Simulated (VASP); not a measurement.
Wanted: the native input for a VASP 6.6.1 run.

```yaml
Task: relaxation of cell and atoms
Functional: PBEsol
Potentials_or_basis: VASP PAW PBE potentials, release 64 (Al)
Cutoff: 600 eV
k_mesh: 10 × 10 × 10
Occupations: fermi-dirac, width 0.05 eV
Spin: no spin polarisation
Dipole_correction: no
Further_INCAR_settings: ALGO = Normal; EDIFF = 1e-07; IBRION = 2; EDIFFG = -0.01; NSW = 60; ISIF = 3
```

The structure of Al lies in POSCAR:

```
Al
1.0
    0.0000000000      2.0248050000      2.0248050000
    2.0248050000      0.0000000000      2.0248050000
    2.0248050000      2.0248050000      0.0000000000
Al
1
Direct
    0.0000000000      0.0000000000      0.0000000000
```

One way to write it, as run:

INCAR

```
PREC = Accurate
ENCUT = 600
EDIFF = 1E-7
ISMEAR = -1
SIGMA = 0.05
LREAL = False
LASPH = True
NELM = 100
ALGO = Normal
ISIF = 3
LWAVE = False
LCHARG = False
GGA = PS
IBRION = 2
NSW = 60
EDIFFG = -0.01
```

KPOINTS

```
Automatic mesh
0
Gamma
  10 10 10
```

Potentials or basis: VASP PAW PBE potentials, release 64 (Al).

Run with:

```console
$ cat potpaw_PBE.64/Al/POTCAR > POTCAR
$ mpirun -np 1 vasp_std > vasp.out
```

It gave:

* Relaxed volume: 16.15 Å³/atom
* Relaxed cell: a = 2.837 Å, b = 2.837 Å, c = 2.837 Å, α = 60.00°, β = 60.00°, γ = 60.00°
* Space group after relaxing (to 0.05 Å): Fm-3m (No. 225)
* Energy gained by relaxing: 2.9 meV/atom
* Ionic steps: 3
* Pressure after relaxing: 0.0 GPa

Caveat: the PAW data sets were made with another functional, which shifts forces and pressure a little.

It took 5.4 s on 1 thread of Intel Xeon 6975P-C (shared host), peak memory 0.13 GiB.
